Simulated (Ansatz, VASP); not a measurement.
Two plane-wave programs on PtS2

```
Pt S
1.0
     3.68677    0.00000    0.00000
    -1.84338    3.19284    0.00000
     0.00000    0.00000    6.11414
Pt S
1 2
Direct
  0.00000 0.00000 0.00000
  0.33333 0.66667 0.19095
  0.66667 0.33333 0.80905
```

Alike in both runs: functional PBE; k mesh 12 × 12 × 6; occupations gaussian, width 0.05 eV; no spin polarisation.

Ansatz relaxed the structure, and its values are those at the end. VASP's run is a single point on that final structure, the one shown.

|  | VASP | Ansatz |
| --- | --- | --- |
| version | VASP 6.6.1 | Ansatz 0.2.0 |
| potentials or method | VASP PAW PBE potentials, release 64 (Pt, S), cutoff 520 eV | scalar-relativistic, plane waves, PAW |
| valence electrons in the cell | 22 | 30 |

VASP gave:

* gap on the k mesh at the Fermi level (eV): 1.19
* least direct gap on the mesh (eV): 1.30
* pressure (GPa): -3.7
* rms of the force components (eV/Å): 0.014

What did Ansatz give for the same quantities?

gap on the k mesh at the Fermi level (eV): 1.19; least direct gap on the mesh (eV): 1.29; pressure (GPa): -3.3; rms of the force components (eV/Å): 0.000.

VASP's potentials hold 22 valence electrons a cell and Ansatz's 30, so a difference there can come from the potentials and not from the codes. Ansatz's warnings: stress scf threshold loose.

Neither program's run includes spin-orbit coupling.
